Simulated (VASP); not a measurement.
Crystal: O.

```
O
1.0
     0.00000    2.39571    2.39571
     2.39571    0.00000    2.39571
     2.39571    2.39571    0.00000
O
2
Direct
  0.87500 0.87500 0.87500
  0.12500 0.12500 0.12500
```

- Program: VASP 6.6.1
- Task: relaxation of cell and atoms
- Functional: PBEsol
- Potentials or basis: VASP PAW PBE potentials, release 64 (O)
- Cutoff: 600 eV
- k mesh: 14 × 14 × 14
- Occupations: fermi-dirac, width 0.08 eV
- Spin: no spin polarisation

At the start: pressure -20.6 GPa; volume 13.75 Å³/atom.

Question: Where does the relaxation end?

Answer: Over 6 steps the energy falls by 303.6 meV/atom and the volume is 10.19 Å³/atom (-25.9 %); space group Fd-3m (No. 227, to 0.05 Å).

The path:
```csv
step,energy change (eV),largest force (eV/Å),pressure (GPa),volume (Å³)
1,0.0000,0.0000,-20.57,27.50
2,-0.5984,0.0000,-4.13,21.06
3,-0.6072,0.0000,-0.29,20.43
4,-0.6071,0.0000,0.58,20.30
5,-0.6072,0.0000,-0.18,20.41
6,-0.6073,0.0000,0.00,20.38
```

Final structure:
```yaml
crystal:
  lattice:
    - [0.00000, 2.16813, 2.16813]
    - [2.16813, 0.00000, 2.16813]
    - [2.16813, 2.16813, 0.00000]
  atoms:
    - { symbol: O, position: [0.87500, 0.87500, 0.87500] }
    - { symbol: O, position: [0.12500, 0.12500, 0.12500] }
```

Caveat: the volume moved by over 15 % at a fixed basis, so the end points are rough; the PAW data sets were made with another functional, which shifts forces and pressure a little.
